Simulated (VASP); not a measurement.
The system is MoSe.

```
CELL_PARAMETERS angstrom
3.50023 0.00000 0.00000
0.00000 3.50023 0.00000
0.00000 0.00000 3.50023
ATOMIC_POSITIONS crystal
Mo 0.00000 0.00000 0.00000
Se 0.50000 0.50000 0.50000
```

Program: VASP 6.6.1. Alike in all runs: task single point; potentials or basis VASP PAW PBE potentials, release 64 (Mo_sv, Se); no spin polarisation; cell as given; k mesh 4 × 4 × 4; cutoff (eV) 520; smearing fermi-dirac 0.05 eV.

Q: Order these runs on this cell by their band gap on the k mesh, lowest first.
A. level HF; share of exact exchange 1
B. level r2SCANh; share of exact exchange 0.1
C. level r2SCAN50; share of exact exchange 0.5

A: B (metal), C (3.22 eV), A (7.85 eV).

Caveats: all runs use coarse meshes.

A k mesh can miss the band edges.
